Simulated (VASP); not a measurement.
Input of a VASP 6.6.1 run:

File INCAR:

```
SYSTEM = SnTe
  ALGO = Normal
  EDIFF = 1E-6
  ENCUT = 520
  GGA = PS
  ISIF = 2
  ISMEAR = -1
  LASPH = .True.
  LCHARG = .True.
  LELF = .True.
  LREAL = .False.
  LVHAR = .True.
  LWAVE = .False.
  NBANDS = 17
  NELM = 100
  PREC = Accurate
  SIGMA = 0.08
```

The input KPOINTS:

```
k-points
0
Gamma
  11 11 11
  0 0 0
```

POSCAR

```
SnTe
1.0
    0.0000000000      3.1138393650      3.1138393650
    3.1138393650      0.0000000000      3.1138393650
    3.1138393650      3.1138393650      0.0000000000
Sn Te
1 1
Direct
    0.0000000000      0.0000000000      0.0000000000
    0.5000000000      0.5000000000      0.5000000000
```

Potentials or basis: VASP PAW PBE potentials, release 64 (Sn_d, Te).

The run is started by

```sh
$ cat potpaw_PBE.64/Sn_d/POTCAR potpaw_PBE.64/Te/POTCAR > POTCAR
$ mpirun -np 1 vasp_std > vasp.out
```

What does it give for the pressure?

1.5 GPa.

Caveat: the PAW data sets were made with another functional, which shifts forces and pressure a little.
